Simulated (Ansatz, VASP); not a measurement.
**One calculation of SiC, two programs**

```
Si C
1.0
     0.00000    2.29940    1.95449
     2.29940    0.00000    1.95449
     2.29940    2.29940    0.00000
Si C
1 1
Cartesian
  0.0000 0.0000 0.0000
  3.4491 3.4491 2.9317
```

Alike in both runs: task single point; functional r2SCAN; k mesh 12 × 12 × 12; occupations gaussian, width 0.05 eV; no spin polarisation.

```csv
,VASP,Ansatz
version,VASP 6.6.1,Ansatz 0.2.0
potentials or method,"VASP PAW PBE potentials, release 64 (Si, C), cutoff 520 eV","scalar-relativistic, plane waves, PAW"
valence electrons in the cell,8,8
```

|  | VASP | Ansatz | Ansatz less VASP |
| --- | --- | --- | --- |
| gap on the k mesh at the Fermi level (eV) | 0.28 | 0.28 | -0.008 |
| least direct gap on the mesh (eV) | 4.95 | 4.93 | -0.013 |
| pressure (GPa) | -2.3 | -2.1 | +0.15 |
| traceless stress, the component that is largest in VASP (GPa) | 22.01 | 21.89 | -0.128 |

VASP's potentials were made for PBE, not for r2SCAN.
